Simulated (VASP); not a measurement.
A run of VASP 6.6.1:

The input POSCAR:

```
GePbSe2
1.0
    2.0796469236      1.2006847111      6.8689716706
   -2.0796469236      1.2006847111      6.8689716706
    0.0000000000     -2.4013694223      6.8689716706
Ge Pb Se
1 1 2
Direct
    1.0000000000      0.0000000000      0.0000000000
    0.5000000000      0.5000000000      0.5000000000
    0.2586079003      0.2586079003      0.2586079003
    0.7413920997      0.7413920997      0.7413920997
```

Contents of INCAR.step1:

```
SYSTEM = GePbSe2
ALGO = Normal
EDIFF = 1E-4
ENCUT = 520
GGA = PE
ISMEAR = -1
LASPH = .TRUE.
LCHARG = .FALSE.
LREAL = .FALSE.
LWAVE = .TRUE.
NBANDS = 28
NELM = 100
PREC = Accurate
SIGMA = 0.02
```

The input INCAR.step2:

```
SYSTEM = GePbSe2
ALGO = Normal
EDIFF = 1E-6
ENCUT = 520
ISIF = 2
ISMEAR = -1
ISTART = 1
LASPH = .TRUE.
LCHARG = .FALSE.
LMIXTAU = .TRUE.
LREAL = .FALSE.
LWAVE = .FALSE.
METAGGA = R2SCAN
NBANDS = 28
NELM = 100
PREC = Accurate
SIGMA = 0.02
```

The input KPOINTS:

```
k-points
0
G
  8 8 8
  0 0 0
```

Potentials or basis: VASP PAW PBE potentials, release 64 (Ge_d, Pb_d, Se).

The run is started by

```sh
$ cat potpaw_PBE.64/Ge_d/POTCAR potpaw_PBE.64/Pb_d/POTCAR potpaw_PBE.64/Se/POTCAR > POTCAR
$ cp INCAR.step1 INCAR
$ mpirun -np 1 vasp_std > vasp.out
$ cp INCAR.step2 INCAR
$ mpirun -np 1 vasp_std > vasp.out
```

Hardware: 1 thread of Intel(R) Xeon(R) Platinum 8259CL CPU @ 2.50GHz (Skylake/Cascade Lake) (shared host).

Problem. How long does it take, and how much memory?

Solution. Run time: 28 min on 1 thread of Intel(R) Xeon(R) Platinum 8259CL CPU @ 2.50GHz (Skylake/Cascade Lake) (shared host), peak memory 0.55 GiB. Counts: k points 65.
